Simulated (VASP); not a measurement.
Here is a VASP 6.6.1 calculation.

POSCAR

```
Ca
1.0
   -2.2960000000      2.2960000000      2.2960000000
    2.2960000000     -2.2960000000      2.2960000000
    2.2960000000      2.2960000000     -2.2960000000
Ca
1
Direct
    0.0000000000      0.0000000000      0.0000000000
```

File INCAR.step1:

```
  PREC = Accurate
  ENCUT = 550
  ISMEAR = 0
  SIGMA = 0.15
  LREAL = False
  LASPH = True
  NELM = 120
  NBANDS = 11
  GGA = PE
  ALGO = Normal
  EDIFF = 1E-5
  LWAVE = True
  LCHARG = False
  GGA_COMPAT = False
```

The input INCAR.step2:

```
  PREC = Accurate
  ENCUT = 550
  EDIFF = 1E-6
  ISMEAR = 0
  SIGMA = 0.15
  LREAL = False
  LASPH = True
  NELM = 120
  ALGO = Normal
  ISIF = 2
  LWAVE = False
  LCHARG = True
  METAGGA = R2SCAN
  LMIXTAU = True
  LELF = True
  LVHAR = True
  NBANDS = 11
  ISTART = 1
  GGA_COMPAT = False
```

File KPOINTS:

```
Automatic mesh
0
Gamma
  16 16 16
```

Potentials or basis: VASP PAW PBE potentials, release 64 (Ca_sv).

Launch:

```bash
$ cat potpaw_PBE.64/Ca_sv/POTCAR > POTCAR
$ cp INCAR.step1 INCAR
$ mpirun -np 1 vasp_std > vasp.out
$ cp INCAR.step2 INCAR
$ mpirun -np 1 vasp_std > vasp.out
```

(1) Estimate the band gap on the k mesh.

(2) Estimate the pressure.

Results:

(1) zero (bands 5 and 6 overlap by 0.61 eV).

(2) -1.6 GPa.

Caveat: the cell differs from its parent crystal (strain +0.025 along x and y, +0.025 along z); the PAW data sets were made with another functional, which shifts forces and pressure a little.
